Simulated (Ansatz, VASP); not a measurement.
## Two plane-wave programs on Hf2H3

Contents of INCAR:

```
SYSTEM = Hf2H3
  PREC = Accurate
  ENCUT = 600
  EDIFF = 1E-7
  ISMEAR = 0
  SIGMA = 0.1
  LREAL = .False.
  LASPH = .True.
  NELM = 100
  ALGO = Normal
  ISIF = 3
  LWAVE = .False.
  LCHARG = .False.
  GGA = PE
  IBRION = 2
  NSW = 90
  EDIFFG = -0.04
```

The input KPOINTS:

```
Automatic mesh
0
Gamma
  6 6 6
  0 0 0
```

POSCAR

```
Hf2H3
1.0
    2.7044204400      1.5613978700      2.1706784600
   -2.7044204400      1.5613978700      2.1706784600
    0.0000000000     -3.1227957400      2.1706784600
Hf H
2 3
Direct
    0.2500000000      0.2500000000      0.2500000000
    0.7500000000      0.7500000000      0.7500000000
    0.5000000000      0.2500000000      0.7500000000
    0.7500000000      0.5000000000      0.2500000000
    0.2500000000      0.7500000000      0.5000000000
```

Input for Ansatz:

```yaml
crystal:
  lattice:
    - [2.70442044, 1.56139787, 2.17067846]
    - [-2.70442044, 1.56139787, 2.17067846]
    - [0.0, -3.12279574, 2.17067846]
  atoms:
    - { symbol: Hf, position: [0.25, 0.25, 0.25] }
    - { symbol: Hf, position: [0.75, 0.75, 0.75] }
    - { symbol: H, position: [0.5, 0.25, 0.75] }
    - { symbol: H, position: [0.75, 0.5, 0.25] }
    - { symbol: H, position: [0.25, 0.75, 0.5] }
basis:
  ecutwfc: 420
kpoints:
  mp_grid: { grid: [6, 6, 6] }
hamiltonian:
  xc: pbe
scf:
  occupations: { method: gaussian, width: 0.1 }
  lower_state_search: "off"
output:
  forces: true
  stress: true
  eigenvalues: true
relax:
  adjacent_minimum: "off"
  f_tol: 0.04
  max_steps: 70
  cell: { stress_tol: 0.4 }
```

Change from the starting cell: species swapped into the Ni3Se2 type (R32, No. 155).

Alike in both runs: task relaxation of cell and atoms; functional PBE; k mesh 6 × 6 × 6; occupations gaussian, width 0.1 eV; no spin polarisation.

|  | VASP | Ansatz |
| --- | --- | --- |
| version | VASP 6.6.1 | Ansatz 0.2.0 |
| potentials or method | VASP PAW PBE potentials, release 64 (Hf_pv, H), cutoff 600 eV | scalar-relativistic, plane waves, PAW |
| valence electrons in the cell | 23 | 55 |

|  | VASP | Ansatz | Ansatz less VASP |
| --- | --- | --- | --- |
| gap on the k mesh at the Fermi level, each at its own relaxed structure (eV) | none | none | - |
| relaxed volume (Å³/atom) | 10.10 | 10.14 | +0.033 |
| relaxed length of the cell vector where the two differ most in proportion (Å) | 3.697 | 3.701 | +0.0041 |

A gap of «none» marks a metal or a gap that the smearing closes. VASP's potentials hold 23 valence electrons a cell and Ansatz's 55, so a difference there can come from the potentials and not from the codes.

Spin-orbit coupling is off throughout.
